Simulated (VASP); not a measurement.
Wanted: the native input for a VASP 6.6.1 run.

```
Task                   : single point
Functional             : PBEsol
Potentials or basis    : VASP PAW PBE potentials, release 64 (Pb_d, O)
Cutoff                 : 520 eV
k mesh                 : 8 × 8 × 6
Occupations            : gaussian, width 0.02 eV
Spin                   : no spin polarisation
Dipole correction      : no
Further INCAR settings : ALGO = Normal; EDIFF = 1e-07; NBANDS = 28
```

The structure of PbO lies in POSCAR:

```
PbO
1.0
    3.9745956040      0.0000000000      0.0000000000
    0.0000000000      3.9745956040      0.0000000000
    0.0000000000      0.0000000000      4.8061269625
Pb O
2 2
Direct
    0.0000000000      0.5000000000      0.2457249884
    0.5000000000      0.0000000000      0.7542750116
    0.0000000000      0.0000000000      0.0000000000
    0.5000000000      0.5000000000      0.0000000000
```

This cell differs from its parent crystal: volume scaled by 0.94, then relaxed in part.

These files were run (other wordings do the same):

INCAR

```
  ALGO = Normal
  EDIFF = 1E-7
  ENCUT = 520
  GGA = PS
  ISIF = 2
  ISMEAR = 0
  LASPH = T
  LCHARG = F
  LREAL = F
  LWAVE = F
  NBANDS = 28
  NELM = 100
  PREC = Accurate
  SIGMA = 0.02
```

KPOINTS

```
k-points
0
Gamma
  8 8 6
```

Potentials or basis: VASP PAW PBE potentials, release 64 (Pb_d, O).

The run is started by

```sh
$ cat potpaw_PBE.64/Pb_d/POTCAR potpaw_PBE.64/O/POTCAR > POTCAR
$ mpirun -np 1 vasp_std > vasp.out
```

Results of the run:

```json
{"Pressure": "1.6 GPa", "Largest force": "0.048 eV/Å", "Band gap on the k mesh": "0.99 eV, indirect (least direct gap 2.05 eV)"}
```

Caveat: the PAW data sets were made with another functional, which shifts forces and pressure a little; spin-orbit coupling is left out, which moves the levels of the heavy elements.

Run time: 110 s on 1 thread of Intel(R) Xeon(R) Platinum 8259CL CPU @ 2.50GHz (Skylake/Cascade Lake), on a shared host, peak memory 0.25 GiB.
